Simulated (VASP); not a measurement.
# Bi3B5 (Im-3m) in VASP: notebook, part 2 of 2

VASP 6.6.1. Earlier steps stand in the parts before.

**5. Single point, PBE**

This run uses another cell than the first one, of 15.92 Å³/atom, 0.954 times its volume.

File INCAR:

```
PREC = Accurate
ENCUT = 520
EDIFF = 1E-6
ISMEAR = 0
SIGMA = 0.1
LREAL = F
LASPH = T
NELM = 100
ALGO = Normal
ISIF = 2
LWAVE = F
LCHARG = F
GGA = PE
NBANDS = 40
```

File KPOINTS:

```
regular mesh
0
Gamma
  4 4 4
```

File POSCAR:

```
Bi3B5
1.0
   -3.1694731900      3.1694731900      3.1694731900
    3.1694731900     -3.1694731900      3.1694731900
    3.1694731900      3.1694731900     -3.1694731900
B Bi
5 3
Direct
    0.0000000000      0.0000000000      0.0000000000
    0.0000000000      0.0000000000      0.5000000000
    0.0000000000      0.5000000000      0.0000000000
    0.5000000000      0.0000000000      0.0000000000
    0.5000000000      0.5000000000      0.5000000000
    0.0000000000      0.5000000000      0.5000000000
    0.5000000000      0.5000000000      0.0000000000
    0.5000000000      0.0000000000      0.5000000000
```

Potentials or basis: VASP PAW PBE potentials, release 64 (B, Bi_d).

Command:

```console
$ cat potpaw_PBE.64/B/POTCAR potpaw_PBE.64/Bi_d/POTCAR > POTCAR
$ mpirun -np 1 vasp_std > vasp.out
```

OUTCAR:

```text
PREC = Accurate
   ENCUT = 520
   EDIFF = 1E-6
   ISMEAR = 0
   LREAL = F
   LASPH = T
   NELM = 100
   ISIF = 2
   GGA = PE

 ion  position               nearest neighbor table
   1  0.000  0.000  0.000-
   2  0.000  0.000  0.500-   6 2.74   7 2.74   8 2.74   6 2.74   8 2.74   7 2.74
   3  0.000  0.500  0.000-   6 2.74   7 2.74   8 2.74   6 2.74   7 2.74   8 2.74
   4  0.500  0.000  0.000-   6 2.74   7 2.74   8 2.74   8 2.74   7 2.74   6 2.74
   5  0.500  0.500  0.500-   6 2.74   7 2.74   8 2.74   7 2.74   8 2.74   6 2.74
   6  0.000  0.500  0.500-   2 2.74   3 2.74   4 2.74   5 2.74   3 2.74   2 2.74   5 2.74   4 2.74
                             7 3.17   7 3.17   8 3.17   8 3.17
   7  0.500  0.500  0.000-   2 2.74   3 2.74   4 2.74   5 2.74   5 2.74   4 2.74   3 2.74   2 2.74
                             8 3.17   6 3.17   6 3.17   8 3.17
   8  0.500  0.000  0.500-   2 2.74   3 2.74   4 2.74   5 2.74   4 2.74   5 2.74   2 2.74   3 2.74
                             7 3.17   6 3.17   6 3.17   7 3.17

  LATTYP: Found a body centered cubic cell.
 ALAT       =     6.3389463800

  Lattice vectors:

 A1 = (  -3.1694731900,   3.1694731900,   3.1694731900)
 A2 = (   3.1694731900,  -3.1694731900,   3.1694731900)
[... 180 lines left out ...]
  band No.  band energies     occupation
      1     -15.3959      2.00000
      2     -15.3959      2.00000
      3     -15.2558      2.00000
      4     -15.2558      2.00000
      5     -15.2558      2.00000
      6     -15.2118      2.00000
[... 333 lines left out ...]
     39      10.9025      0.00000
     40      10.9647      0.00000

------------------------ aborting loop because EDIFF is reached ----------------------------------------

  FORCE on cell =-STRESS in cart. coord.  units (eV):
  Direction    XX          YY          ZZ          XY          YZ          ZX
  --------------------------------------------------------------------------------------
  -------------------------------------------------------------------------------------
  Total        2.4705854      2.4705854      2.4705854      0.0000000      0.0000000     -0.0000000
  in kB       31.0805866     31.0805866     31.0805866      0.0000000      0.0000000     -0.0000000
  external PRESSURE =      31.0805866 kB  Pullay stress =       0.0000000 kB

 VOLUME and BASIS-vectors are now :
 -----------------------------------------------------------------------------
  energy-cutoff  :      520.00
  volume of cell :      127.36
      direct lattice vectors                 reciprocal lattice vectors
    -3.169473190  3.169473190  3.169473190     0.000000000  0.157754923  0.157754923
     3.169473190 -3.169473190  3.169473190     0.157754923  0.000000000  0.157754923
     3.169473190  3.169473190 -3.169473190     0.157754923  0.157754923  0.000000000

 POSITION                                       TOTAL-FORCE (eV/Angst)
 -----------------------------------------------------------------------------------
      0.00000      0.00000      0.00000        -0.000000     -0.000000      0.000000
      1.58474      1.58474     -1.58474        -0.000000     -0.000000      0.000000
      1.58474     -1.58474      1.58474        -0.000000     -0.000000      0.000000
     -1.58474      1.58474      1.58474         0.000000     -0.000000      0.000000
      1.58474      1.58474      1.58474        -0.000000     -0.000000     -0.000000
      3.16947      0.00000      0.00000         0.000000      0.000000      0.000000
      0.00000      0.00000      3.16947        -0.000000     -0.000000     -0.000000
      0.00000      3.16947      0.00000        -0.000000      0.000000      0.000000
 -----------------------------------------------------------------------------------
    total drift:                               -0.000000      0.000000      0.000000

  FREE ENERGIE OF THE ION-ELECTRON SYSTEM (eV)
  ---------------------------------------------------
  free  energy   TOTEN  =       -28.8709270228 eV

  energy  without entropy=      -28.8467364795  energy(sigma->0) =      -28.85883175
```

It took 49 s on 1 thread of AMD EPYC 9R45 (Zen 5), shared host; peak memory 0.22 GiB.

Results:

| Property | Result |
| --- | --- |
| Free energy | -28.8709 eV |
| Pressure | 3.1 GPa |
| Band gap on the k mesh | zero (band 30 reaches 10.25 eV, above the bottom of band 31 at 5.95 eV) |

Caveat: spin-orbit coupling is left out, which moves the levels of the heavy elements.

**6. Single point, PBE**

File INCAR:

```
ALGO = Normal
EDIFF = 1E-7
ENCUT = 520
GGA = PE
ISIF = 2
ISMEAR = 0
LASPH = T
LCHARG = T
LELF = T
LREAL = F
LVHAR = T
LWAVE = F
NBANDS = 40
NELM = 100
PREC = Accurate
SIGMA = 0.1
```

File KPOINTS:

```
Automatic mesh
0
Gamma
  8 8 8
  0.5 0.5 0.5
```

POSCAR, as its differences from that of step 5:

```diff
@@ -2,5 +2,5 @@
 1.0
-   -3.1694731900      3.1694731900      3.1694731900
-    3.1694731900     -3.1694731900      3.1694731900
-    3.1694731900      3.1694731900     -3.1694731900
+   -3.2200666469      3.2200666469      3.2200666469
+    3.2200666469     -3.2200666469      3.2200666469
+    3.2200666469      3.2200666469     -3.2200666469
 B Bi
```

Potentials or basis: VASP PAW PBE potentials, release 64 (B, Bi_d).

Command:

```console
$ cat potpaw_PBE.64/B/POTCAR potpaw_PBE.64/Bi_d/POTCAR > POTCAR
$ mpirun -np 1 vasp_std > vasp.out
```

Run time: 2.7 min. Hardware: 1 thread of AMD EPYC 9R45 (Zen 5), shared host; peak memory 0.27 GiB.

The run converged. Its results:

| Property | Result |
| --- | --- |
| Free energy | -28.8571 eV |
| Pressure | -0.1 GPa |
| Band gap on the k mesh | zero (band 30 reaches 9.12 eV, above the bottom of band 31 at 6.19 eV) |

Levels at points of the mesh, in eV from the Fermi level:
```
           k point  band 27  band 28  band 29  band 30  band 31  band 32  band 33  band 34
(0.06, 0.06, 0.06)    -3.73    -3.19    -2.14    -0.58    -0.58     0.89     2.35     2.35
```

Caveat: spin-orbit coupling is left out, which moves the levels of the heavy elements.

**7. Summary**

| task | cell | k mesh | cutoff (eV) | smearing | gap on the mesh (eV) | pressure (GPa) |
| --- | --- | --- | --- | --- | --- | --- |
| single point | a = 5.577 Å, angles 109.5°, 8 atoms | 8 × 8 × 8 | 520 | gaussian 0.1 eV | none | 0.0 |
| relaxation of cell and atoms | relaxed from a = 5.490 Å, angles 109.5°, 8 atoms | 8 × 8 × 8 | 600 | gaussian 0.1 eV | none | 0.0 |
| single point | a = 5.577 Å, angles 109.5°, 8 atoms | 6 × 6 × 6 | 520 | gaussian 0.2 eV | none | 0.4 |
| single point | a = 5.490 Å, angles 109.5°, 8 atoms | 4 × 4 × 4 | 520 | gaussian 0.1 eV | none | 3.1 |
| single point | a = 5.577 Å, angles 109.5°, 8 atoms | 8 × 8 × 8, shifted | 520 | gaussian 0.1 eV | none | -0.1 |

Alike in all rows: level PBE; potentials or basis VASP PAW PBE potentials, release 64 (B, Bi_d); no spin polarisation.

Every run on the cell as given and a fine mesh finds a metal.

Caveats: spin-orbit coupling is left out, which moves the levels of the heavy elements.

Absolute energies hang on the potentials; compare differences alone.
